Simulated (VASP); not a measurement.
Input of a VASP 6.6.1 run:

INCAR

```
PREC = Accurate
ENCUT = 520
EDIFF = 1E-6
ISMEAR = 1
SIGMA = 0.2
LREAL = False
LASPH = True
NELM = 80
ALGO = Normal
ISIF = 2
LWAVE = False
LCHARG = False
GGA = PE
NBANDS = 20
```

Contents of KPOINTS:

```
Automatic mesh
0
Gamma
  4 4 4
```

File POSCAR:

```
Te2Pb
1.0
    0.0000000000      3.7966139269      3.7966139269
    3.7966139269      0.0000000000      3.7966139269
    3.7966139269      3.7966139269      0.0000000000
Pb Te
1 2
Direct
    0.0000000000      0.0000000000      0.0000000000
    0.2500000000      0.2500000000      0.2500000000
    0.7500000000      0.7500000000      0.7500000000
```

Potentials or basis: VASP PAW PBE potentials, release 64 (Pb_d, Te).

Command:

```bash
$ cat potpaw_PBE.64/Pb_d/POTCAR potpaw_PBE.64/Te/POTCAR > POTCAR
$ mpirun -np 1 vasp_std > vasp.out
```

**Question.** What does it give for the band gap on the k mesh?

**Answer.** Zero (band 13 reaches 5.47 eV, above the bottom of band 14 at 3.62 eV).

**Question.** Estimate the pressure.

**Answer.** 0.3 GPa.

Caveat: spin-orbit coupling is left out, which moves the levels of the heavy elements.
